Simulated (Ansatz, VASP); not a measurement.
## Rb4BaSe3 in VASP and in Ansatz

File INCAR:

```
PREC     = Accurate       # precision mode
ENCUT    = 600            # plane-wave cutoff, eV
EDIFF    = 1E-7           # SCF threshold, eV
ISMEAR   = 0              # smearing method
SIGMA    = 0.15           # smearing width, eV
LREAL    = Auto         
LASPH    = T              # aspherical terms in the spheres
NELM     = 100            # most SCF steps
ALGO     = Normal         # electronic algorithm
ISIF     = 3              # what is computed and relaxed
LWAVE    = F              # write WAVECAR
LCHARG   = F              # write CHGCAR
GGA      = PE             # functional
IBRION   = 2              # ionic algorithm
NSW      = 36             # ionic steps
EDIFFG   = -0.08          # ionic threshold
```

File KPOINTS:

```
Automatic mesh
0
Gamma
  2 2 2
```

Contents of POSCAR:

```
Rb4BaSe3
1.0
   -4.6250000000      4.6250000000      6.5250000000
    4.6250000000     -4.6250000000      6.5250000000
    4.6250000000      4.6250000000     -6.5250000000
Rb Ba Se
8 2 6
Direct
    0.3070000000      0.5130000000      0.5000000000
    0.9870000000      0.1930000000      0.5000000000
    0.0130000000      0.8070000000      0.5000000000
    0.6930000000      0.4870000000      0.5000000000
    0.8070000000      0.3070000000      0.7940000000
    0.4870000000      0.9870000000      0.7940000000
    0.5130000000      0.0130000000      0.2060000000
    0.1930000000      0.6930000000      0.2060000000
    0.0000000000      0.0000000000      0.0000000000
    0.5000000000      0.5000000000      0.0000000000
    0.3400000000      0.1600000000      0.5000000000
    0.6600000000      0.8400000000      0.5000000000
    0.7500000000      0.7500000000      0.0000000000
    0.2500000000      0.2500000000      0.0000000000
    0.8400000000      0.3400000000      0.1800000000
    0.1600000000      0.6600000000      0.8200000000
```

Input for Ansatz:

```yaml
crystal:
  lattice:
    - [-4.625, 4.625, 6.525]
    - [4.625, -4.625, 6.525]
    - [4.625, 4.625, -6.525]
  atoms:
    - { symbol: Rb, position: [0.307, 0.513, 0.5] }
    - { symbol: Rb, position: [0.987, 0.193, 0.5] }
    - { symbol: Rb, position: [0.013, 0.807, 0.5] }
    - { symbol: Rb, position: [0.693, 0.487, 0.5] }
    - { symbol: Rb, position: [0.807, 0.307, 0.794] }
    - { symbol: Rb, position: [0.487, 0.987, 0.794] }
    - { symbol: Rb, position: [0.513, 0.013, 0.206] }
    - { symbol: Rb, position: [0.193, 0.693, 0.206] }
    - { symbol: Ba, position: [0.0, 0.0, 0.0] }
    - { symbol: Ba, position: [0.5, 0.5, 0.0] }
    - { symbol: Se, position: [0.34, 0.16, 0.5] }
    - { symbol: Se, position: [0.66, 0.84, 0.5] }
    - { symbol: Se, position: [0.75, 0.75, 0.0] }
    - { symbol: Se, position: [0.25, 0.25, 0.0] }
    - { symbol: Se, position: [0.84, 0.34, 0.18] }
    - { symbol: Se, position: [0.16, 0.66, 0.82] }
basis:
  ecutwfc: 420
kpoints:
  mp_grid: { grid: [2, 2, 2] }
hamiltonian:
  xc: pbe
scf:
  occupations: { method: gaussian, width: 0.15 }
  lower_state_search: "off"
output:
  forces: true
  stress: true
  eigenvalues: true
relax:
  adjacent_minimum: "off"
  f_tol: 0.08
  max_steps: 16
  cell: { stress_tol: 0.8 }
```

Alike in both runs: task relaxation of cell and atoms; functional PBE; k mesh 2 × 2 × 2; occupations gaussian, width 0.15 eV; no spin polarisation.

|  | VASP | Ansatz |
| --- | --- | --- |
| version | VASP 6.6.1 | Ansatz 0.2.0 |
| potentials or method | VASP PAW PBE potentials, release 64 (Rb_sv, Ba_sv, Se), cutoff 600 eV | scalar-relativistic, plane waves, PAW |
| valence electrons in the cell | 128 | 188 |

```csv
,VASP,Ansatz,Ansatz less VASP
"gap on the k mesh at the Fermi level, each at its own relaxed structure (eV)",1.76,1.80,+0.045
relaxed volume (Å³/atom),37.14,36.79,-0.355
relaxed length of the cell vector where the two differ most in proportion (Å),9.453,9.428,-0.0248
```

VASP's potentials hold 128 valence electrons a cell and Ansatz's 188, so a difference there can come from the potentials and not from the codes.

The k mesh is coarse, so the values compare programs but aren't converged. Neither program's run includes spin-orbit coupling.
